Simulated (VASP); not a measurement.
Set up this calculation in VASP 6.6.1, as the native input.

* Task: single point
* Functional: LDA
* Potentials or basis: VASP PAW LDA potentials, release 64 (Mo_sv)
* Cutoff: 520 eV
* k mesh: 22 × 22 × 22
* Occupations: gaussian, width 0.15 eV
* Spin: no spin polarisation
* Dipole correction: no
* Further INCAR settings: ALGO = Fast; EDIFF = 1e-06; NBANDS = 13

The structure of Mo lies in POSCAR:

```
Mo
1.0
   -0.9618995076      1.6772979708      1.6772979708
    1.6772979708     -0.9618995076      1.6772979708
    1.6772979708      1.6772979708     -0.9618995076
Mo
1
Direct
    0.0000000000      0.0000000000      0.0000000000
```

One way to write it, as run:

INCAR

```
PREC     = Accurate       # precision mode
ENCUT    = 520            # plane-wave cutoff, eV
EDIFF    = 1E-6           # SCF threshold, eV
ISMEAR   = 0              # smearing method
SIGMA    = 0.15           # smearing width, eV
LREAL    = F              # projectors in reciprocal space
LASPH    = T              # aspherical terms in the spheres
NELM     = 100            # most SCF steps
ALGO     = Fast           # electronic algorithm
ISIF     = 2              # what is computed and relaxed
LWAVE    = F              # write WAVECAR
LCHARG   = F              # write CHGCAR
NBANDS   = 13             # bands
```

KPOINTS

```
Automatic mesh
0
Gamma
  22 22 22
```

Potentials or basis: VASP PAW LDA potentials, release 64 (Mo_sv).

The run is started by

```console
$ cat potpaw_LDA.64/Mo_sv/POTCAR > POTCAR
$ mpirun -np 1 vasp_std > vasp.out
```

It gave:

- Pressure: -0.6 GPa
- Band gap on the k mesh: zero (bands 7 and 8 overlap by 2.65 eV)

Run time: 60 s on 1 thread of Intel(R) Xeon(R) 6975P-C (Granite Rapids) (shared host), peak memory 0.29 GiB.
